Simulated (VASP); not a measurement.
# AgI (P6_3mc) in VASP: single point with PBEsol

Aim: the single point of AgI with PBEsol.

Program: VASP 6.6.1. These are calculated values, not measurements. Logs are shortened: lines on timing, memory, paths and dates and some standing lists are left out, and cuts for length are marked.

### Step 1. The cell of the first run

It takes space group P6_3mc (No. 186, hexagonal). Conventional cell: a = 4.580 Å, b = 4.580 Å, c = 7.510 Å, α = 90.00°, β = 90.00°, γ = 120.00°. Ag (site symmetry 3m) has 4 I at 2.81 to 2.82 Å within 3.7 Å. Within 3.7 Å of I (site symmetry 3m) lie 4 Ag at 2.81 to 2.82 Å.

### Step 2. Single point, PBEsol

The input, INCAR:

```
ALGO = Normal ; EDIFF = 1E-6
ENCUT = 500 ; GGA = PS
GGA_COMPAT = F ; ISIF = 2
ISMEAR = 0 ; LASPH = T
LCHARG = T ; LELF = T
LREAL = F ; LVHAR = T
LWAVE = F ; NBANDS = 26
NELM = 120 ; PREC = Accurate
SIGMA = 0.1
```

The input, KPOINTS:

```
k-points
0
Gamma
  6 6 4
```

The input, POSCAR:

```
AgI
1.0
    4.5800015808      0.0000000000      0.0000000000
   -2.2900007904      3.9663977183      0.0000000000
    0.0000000000      0.0000000000      7.5100000000
Ag I
2 2
Direct
    0.3333333333      0.6666666667      0.0000000000
    0.6666666667      0.3333333333      0.5000000000
    0.3333333333      0.6666666667      0.3750000000
    0.6666666667      0.3333333333      0.8750000000
```

Potentials or basis: VASP PAW PBE potentials, release 64 (Ag, I).

On the command line:

```sh
> cat potpaw_PBE.64/Ag/POTCAR potpaw_PBE.64/I/POTCAR > POTCAR
> mpirun -np 1 vasp_std > vasp.out
```

OUTCAR:

```text
EDIFF = 1E-6
   ENCUT = 500
   GGA = PS
   ISIF = 2
   ISMEAR = 0
   LASPH = T
   LREAL = F
   NELM = 120
   PREC = Accurate

 ion  position               nearest neighbor table
   1  0.333  0.667  0.000-   4 2.81   4 2.81   4 2.81   3 2.82
   2  0.667  0.333  0.500-   3 2.81   3 2.81   3 2.81   4 2.82
   3  0.333  0.667  0.375-   2 2.81   2 2.81   2 2.81   1 2.82
   4  0.667  0.333  0.875-   1 2.81   1 2.81   1 2.81   2 2.82

  LATTYP: Found a hexagonal cell.
 ALAT       =     4.5800015808
 C/A-ratio  =     1.6397374253

  Lattice vectors:

 A1 = (   4.5800015808,   0.0000000000,   0.0000000000)
 A2 = (  -2.2900007904,   3.9663977183,   0.0000000000)
 A3 = (   0.0000000000,   0.0000000000,   7.5100000000)

Analysis of symmetry for initial positions (statically):
=====================================================================
 Subroutine PRICEL returns:
 Original cell was already a primitive cell.

 Routine SETGRP: Setting up the symmetry group for a
 hexagonal supercell.

 Subroutine GETGRP returns: Found 12 space group operations
 (whereof  6 operations were pure point group operations)
 out of a pool of 24 trial point group operations.

The static configuration has the point symmetry C_3v.
 The point group associated with its full space group is C_6v.

Analysis of symmetry for dynamics (positions and initial velocities):
=====================================================================
 Subroutine PRICEL returns:
 Original cell was already a primitive cell.

 Routine SETGRP: Setting up the symmetry group for a
 hexagonal supercell.

 Subroutine GETGRP returns: Found 12 space group operations
 (whereof  6 operations were pure point group operations)
 out of a pool of 24 trial point group operations.

The dynamic configuration has the point symmetry C_3v.
 The point group associated with its full space group is C_6v.

 Subroutine INISYM returns: Found 12 space group operations
 (whereof  6 operations are pure point group operations),
 and found     1 'primitive' translations

----------------------------------------------------------------------------------------

                                     Primitive cell

  volume of cell :     136.4275

  direct lattice vectors                    reciprocal lattice vectors
     4.580001581  0.000000000  0.000000000     0.218340536  0.126058967  0.000000000
    -2.290000790  3.966397718  0.000000000     0.000000000  0.252117934  0.000000000
     0.000000000  0.000000000  7.510000000     0.000000000  0.000000000  0.133155792

  length of vectors
     4.580001581  4.580001581  7.510000000     0.252117934  0.252117934  0.133155792

  position of ions in fractional coordinates (direct lattice)
     0.333333333  0.666666667  0.000000000
     0.666666667  0.333333333  0.500000000
     0.333333333  0.666666667  0.375000000
     0.666666667  0.333333333  0.875000000

  ion indices of the primitive-cell ions
   primitive index   ion index
                 1           1
                 2           2
                 3           3
                 4           4

----------------------------------------------------------------------------------------

 KPOINTS: k-points

Automatic generation of k-mesh.
 Grid dimensions read from file:
 generate k-points for:    6    6    4

 Generating k-lattice:

  Cartesian coordinates                     Fractional coordinates (reciprocal lattice)
     0.036390089  0.021009828  0.000000000     0.166666667 -0.000000000  0.000000000
     0.000000000  0.042019656  0.000000000     0.000000000  0.166666667  0.000000000
     0.000000000  0.000000000  0.033288948     0.000000000  0.000000000  0.250000000

  Length of vectors
     0.042019656  0.042019656  0.033288948

  Shift w.r.t. Gamma in fractional coordinates (k-lattice)
     0.000000000  0.000000000  0.000000000

 Subroutine IBZKPT returns following result:
 ===========================================

 Found     21 irreducible k-points:

 Following reciprocal coordinates:
            Coordinates               Weight
  0.000000  0.000000  0.000000      1.000000
  0.166667  0.000000  0.000000      6.000000
  0.333333  0.000000  0.000000      6.000000
  0.500000  0.000000  0.000000      3.000000
  0.166667  0.166667  0.000000      6.000000
  0.333333  0.166667  0.000000     12.000000
[... 13 lines left out ...]
  0.333333  0.166667  0.500000     12.000000
  0.333333  0.333333  0.500000      2.000000
   k-points           NKPTS =     21   k-points in BZ     NKDIM =     21   number of bands    NBANDS=     26
   number of dos      NEDOS =    301   number of ions     NIONS =      4
   total plane-waves  NPLWV =  72576
   dimension x,y,z NGX =    36 NGY =   36 NGZ =   56
   dimension x,y,z NGXF=    72 NGYF=   72 NGZF=  112
   ions per type =               2   2
   NGX,Y,Z   is equivalent  to a cutoff of  13.07, 13.07, 12.40 a.u.
   NGXF,Y,Z  is equivalent  to a cutoff of  26.13, 26.13, 24.79 a.u.
 SYSTEM =  unknown system
   PREC   = accura    normal or accurate (medium, high low for compatibility)
   ISTART =      0    job   : 0-new  1-cont  2-samecut
   ICHARG =      2    charge: 1-file 2-atom 10-const
   ISPIN  =      1    spin polarized calculation?
   LNONCOLLINEAR =      F non collinear calculations
   LSORBIT =      F    spin-orbit coupling
   LASPH  =      T    aspherical Exc in radial PAW
   ENCUT  =  500.0 eV  36.75 Ry    6.06 a.u.   8.35  8.35 13.69*2*pi/ulx,y,z
   NELM   =    120;   NELMIN=  2; NELMDL= -5     # of ELM steps
   EDIFF  = 0.1E-05   stopping-criterion for ELM
   LREAL  =      F    real-space projection
   EDIFFG = 0.1E-04   stopping-criterion for IOM
   NSW    =      0    number of steps for IOM
   IBRION =     -1    ionic relax: 0-MD 1-quasi-New 2-CG
   NFREE  =      0    steps in history (QN), initial steepest desc. (CG)
   ISIF   =      2    stress and relaxation
   ISYM   =      2    0-nonsym 1-usesym 2-fastsym
   POTIM  = 0.5000    time-step for ionic-motion
   TEBEG  =    0.0;   TEEND  =   0.0 temperature during run
   PSTRESS=    0.0 pullay stress
   NELECT =      36.0000    total number of electrons
   NUPDOWN=      -1.0000    fix difference up-down
   EMIN   =  10.00;   EMAX   =-10.00  energy-range for DOS
   EFERMI =   0.00;   METHOD = LEGACY
   ISMEAR =     0;   SIGMA  =   0.10  broadening in eV -4-tet -1-fermi 0-gaus
   EFERMI_NEDOS =   21; number of points for ismear=-14 and -15
   IALGO  =     38    algorithm
   IMIX   =      4    mixing-type and parameters
     AMIX     =   0.40;   BMIX     =  1.00
     AMIX_MAG =   1.60;   BMIX_MAG =  1.00
  volume/ion in A,a.u.               =      34.11       230.16
  Fermi-wavevector in a.u.,A,eV,Ry     =   1.050046  1.984300 15.001742  1.102597
  Thomas-Fermi vector in A             =   2.185033
   LORBIT       =      0    0 simple, 1 ext, 2 COOP (PROOUT), +10 PAW based schemes
   GGA     = PS    functional components
   LHFCALC =     F    Hartree Fock is set to
   AEXX    =    0.0000 exact exchange contribution
   IVDW    =     0    specifies the selected vdW correction
   LEPSILON=     F    determine dielectric tensor
   LRPA    =     F    only Hartree local field effects (RPA)
 non-spin polarized calculation
 Gauss-broadening in eV      SIGMA  =   0.10
  energy-cutoff  :      500.00
  volume of cell :      136.43
 maximum number of plane-waves:      3489
 NGX is ok and might be reduce to    36
   NGX = 17   NGY = 17   NGZ = 27

 number of electron      36.0000003 magnetization

 Free energy of the ion-electron system (eV)
  ---------------------------------------------------
  ext. energy  EPLUGINS =         0.00000000
  ---------------------------------------------------
  free energy    TOTEN  =       -10.90410762 eV

  energy without entropy =      -10.90410762  energy(sigma->0) =      -10.90410762

 E-fermi :   3.5046     XC(G=0):  -8.6483

 val. band max:        3.0563427501   @ k =   0.0000   0.0000   0.0000
 cond. band min:       4.2855056517   @ k =   0.0000   0.0000   0.0000
 fundamental gap:      1.2291629016
 Fermi energy:         3.5046310239

 k-point     1 :       0.0000    0.0000    0.0000
  band No.  band energies     occupation
      1      -9.8202      2.00000
      2      -9.5234      2.00000
      3      -1.1923      2.00000
      4      -1.1923      2.00000
      5      -1.1896      2.00000
      6      -1.1628      2.00000
[... 18 lines left out ...]
     25       9.6319      0.00000
     26      10.2713      0.00000

 k-point     2 :       0.1667    0.0000    0.0000
  band No.  band energies     occupation
      1      -9.7559      2.00000
      2      -9.4916      2.00000
      3      -1.2544      2.00000
      4      -1.1502      2.00000
      5      -1.1477      2.00000
      6      -1.0653      2.00000
[... 18 lines left out ...]
     25       9.8752      0.00000
     26      10.1729      0.00000

 k-point     3 :       0.3333    0.0000    0.0000
  band No.  band energies     occupation
      1      -9.6122      2.00000
      2      -9.4368      2.00000
      3      -1.3355      2.00000
      4      -1.1712      2.00000
      5      -1.0651      2.00000
      6      -0.9505      2.00000
[... 18 lines left out ...]
     25      10.3154      0.00000
     26      10.7933      0.00000

 k-point     4 :       0.5000    0.0000    0.0000
  band No.  band energies     occupation
      1      -9.5226      2.00000
      2      -9.4238      2.00000
      3      -1.3187      2.00000
      4      -1.2313      2.00000
      5      -1.0292      2.00000
      6      -0.8552      2.00000
[... 18 lines left out ...]
     25      10.4785      0.00000
     26      12.1548      0.00000
[... 409 lines left out ...]
      1      -9.5502      2.00000
      2      -9.5502      2.00000
      3      -1.3544      2.00000
      4      -1.3544      2.00000
      5      -1.0482      2.00000
      6      -1.0482      2.00000
[... 18 lines left out ...]
     25      10.0482      0.00000
     26      10.0482      0.00000

 k-point    20 :       0.3333    0.1667    0.5000
  band No.  band energies     occupation
      1      -9.4719      2.00000
      2      -9.4719      2.00000
      3      -1.3455      2.00000
      4      -1.3455      2.00000
      5      -0.9773      2.00000
      6      -0.9773      2.00000
[... 18 lines left out ...]
     25      10.4660      0.00000
     26      10.4660      0.00000

 k-point    21 :       0.3333    0.3333    0.5000
  band No.  band energies     occupation
      1      -9.4457      2.00000
      2      -9.4457      2.00000
      3      -1.2239      2.00000
      4      -1.2239      2.00000
      5      -1.0405      2.00000
      6      -1.0405      2.00000
[... 18 lines left out ...]
     25      11.1475      0.00000
     26      11.1475      0.00000

------------------------ aborting loop because EDIFF is reached ----------------------------------------

  FORCE on cell =-STRESS in cart. coord.  units (eV):
  Direction    XX          YY          ZZ          XY          YZ          ZX
  --------------------------------------------------------------------------------------
  -------------------------------------------------------------------------------------
  Total       -0.4359022     -0.4359022     -0.5914061      0.0000000     -0.0000000      0.0000000
  in kB       -5.1191501     -5.1191501     -6.9453564      0.0000000     -0.0000000      0.0000000
  external PRESSURE =      -5.7278855 kB  Pullay stress =       0.0000000 kB

 VOLUME and BASIS-vectors are now :
 -----------------------------------------------------------------------------
  energy-cutoff  :      500.00
  volume of cell :      136.43
      direct lattice vectors                 reciprocal lattice vectors
     4.580001581  0.000000000  0.000000000     0.218340536  0.126058967  0.000000000
    -2.290000790  3.966397718  0.000000000     0.000000000  0.252117934  0.000000000
     0.000000000  0.000000000  7.510000000     0.000000000  0.000000000  0.133155792

 POSITION                                       TOTAL-FORCE (eV/Angst)
 -----------------------------------------------------------------------------------
     -0.00000      2.64427      0.00000        -0.000000      0.000000      0.013608
      2.29000      1.32213      3.75500         0.000000      0.000000      0.013608
     -0.00000      2.64427      2.81625         0.000000      0.000000     -0.013608
      2.29000      1.32213      6.57125         0.000000      0.000000     -0.013608
 -----------------------------------------------------------------------------------
    total drift:                               -0.000000      0.000000      0.000689

  FREE ENERGIE OF THE ION-ELECTRON SYSTEM (eV)
  ---------------------------------------------------
  free  energy   TOTEN  =       -10.9041076156 eV

  energy  without entropy=      -10.9041076156  energy(sigma->0) =      -10.90410762
```

It took 77 s on 1 thread of Intel Xeon Platinum 8375C at 2.90GHz (Ice Lake), shared host; peak memory 0.28 GiB.

Results:

```yaml
Free_energy: -10.9041 eV
Pressure: -0.6 GPa
Largest_force: 0.014 eV/Å
Band_gap_on_the_k_mesh: 1.23 eV, direct
```

Forces on the atoms (eV/Å):
```
Ag   0.000  0.000  0.014
Ag   0.000  0.000  0.014
I    0.000  0.000 -0.014
I    0.000  0.000 -0.014
```

Stress tensor (GPa, compression positive):
```
-0.51  0.00  0.00
 0.00 -0.51  0.00
 0.00  0.00 -0.69
```

Caveat: the PAW data sets were made with another functional, which shifts forces and pressure a little; spin-orbit coupling is left out, which moves the levels of the heavy elements.
